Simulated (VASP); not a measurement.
Set up this calculation in VASP 6.6.1, as the native input.

```
Task                   : single point
Functional             : PBEsol
Potentials or basis    : VASP PAW PBE potentials, release 64 (I)
Cutoff                 : 520 eV
k mesh                 : 18 × 18 × 18
Occupations            : gaussian, width 0.1 eV
Spin                   : no spin polarisation
Dipole correction      : no
Further INCAR settings : ALGO = Normal; EDIFF = 1e-07; NBANDS = 10
```

The structure of I lies in POSCAR:

```
I
1.0
   -1.5990493507      1.5990493507      4.4721629650
    1.5990493507     -1.5990493507      4.4721629650
    1.5990493507      1.5990493507     -4.4721629650
I
1
Direct
    0.0000000000      0.0000000000      0.0000000000
```

This cell differs from its parent crystal: functional PBEsol, strained.

The input as run:

INCAR

```
SYSTEM = I
PREC = Accurate
ENCUT = 520
EDIFF = 1E-7
ISMEAR = 0
SIGMA = 0.1
LREAL = .False.
LASPH = .True.
NELM = 100
ALGO = Normal
ISIF = 2
LWAVE = .False.
LCHARG = .False.
GGA = PS
NBANDS = 10
```

KPOINTS

```
Automatic mesh
0
Gamma
  18 18 18
  0 0 0
```

Potentials or basis: VASP PAW PBE potentials, release 64 (I).

Command:

```bash
$ cat potpaw_PBE.64/I/POTCAR > POTCAR
$ mpirun -np 1 vasp_std > vasp.out
```

It gave:

The pressure is -0.6 GPa.

Caveat: the cell differs from its parent crystal (functional PBEsol, strained); the PAW data sets were made with another functional, which shifts forces and pressure a little; an odd number of electrons without spin polarisation forces a metal; a magnetic or distorted state may lie lower.

It took 5.8 min on 1 thread of Oxide Virtual Turin-like Processor, with other jobs on the host, peak memory 0.36 GiB.
